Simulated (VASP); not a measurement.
Crystal: HfGe.

```
CELL_PARAMETERS angstrom
3.50084 0.00000 0.00000
0.00000 3.50084 0.00000
0.00000 0.00000 3.50084
ATOMIC_POSITIONS crystal
Hf 0.00000 0.00000 0.00000
Ge 0.50000 0.50000 0.50000
```

Base run:

- Program: VASP 6.6.1
- Functional: PBEsol
- Potentials or basis: VASP PAW PBE potentials, release 64 (Hf_pv, Ge_d)
- Cutoff: 520 eV
- k mesh: 6 × 6 × 6
- Occupations: fermi-dirac, width 0.05 eV
- Spin: non-collinear spin, zero start, spin-orbit coupling
- Starting moments: [[0.0, 0.0, 0.0], [0.0, 0.0, 0.0]] μB

Its results: pressure -15.9 GPa; net moment 0.00 μB per cell.

Problem. The run is repeated on the same cell with these changes: functional from PBEsol to PBE. What comes out?

Solution. Pressure -12.2 GPa; net moment 0.00 μB per cell.

PBE binds less tightly than PBEsol, so the same cell stands under more pressure.

Caveats: the PAW data sets were made with another functional, which shifts forces and pressure a little (some runs).
